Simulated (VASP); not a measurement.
Input of a VASP 6.6.1 run:

INCAR

```
PREC = Accurate
ENCUT = 600
EDIFF = 1E-6
ISMEAR = -1
SIGMA = 0.05
LREAL = F
LASPH = T
NELM = 60
ALGO = Fast
ISIF = 3
LWAVE = F
LCHARG = F
GGA = RP
IBRION = 2
NSW = 60
EDIFFG = -0.01
```

KPOINTS

```
Automatic mesh
0
Gamma
  11 11 11
```

POSCAR

```
Ag
1.0
   -1.6556540000      1.6556540000      1.6556540000
    1.6556540000     -1.6556540000      1.6556540000
    1.6556540000      1.6556540000     -1.6556540000
Ag
1
Direct
    0.0000000000      0.0000000000      0.0000000000
```

Potentials or basis: VASP PAW PBE potentials, release 64 (Ag).

The run is started by

```sh
$ cat potpaw_PBE.64/Ag/POTCAR > POTCAR
$ mpirun -np 1 vasp_std > vasp.out
```

What does it give for the relaxed volume?

18.80 Å³/atom.

Predict the relaxed cell.

a = 2.901 Å, b = 2.901 Å, c = 2.901 Å, α = 109.47°, β = 109.47°, γ = 109.47°.

The path:
| step | energy change (eV) | largest force (eV/Å) | pressure (GPa) | volume (Å³) |
| --- | --- | --- | --- | --- |
| 1 | 0.0000 | 0.0000 | 2.89 | 18.15 |
| 2 | -0.0049 | 0.0000 | -0.75 | 19.03 |
| 3 | -0.0055 | 0.0000 | -0.08 | 18.80 |

Caveat: the PAW data sets were made with another functional, which shifts forces and pressure a little.
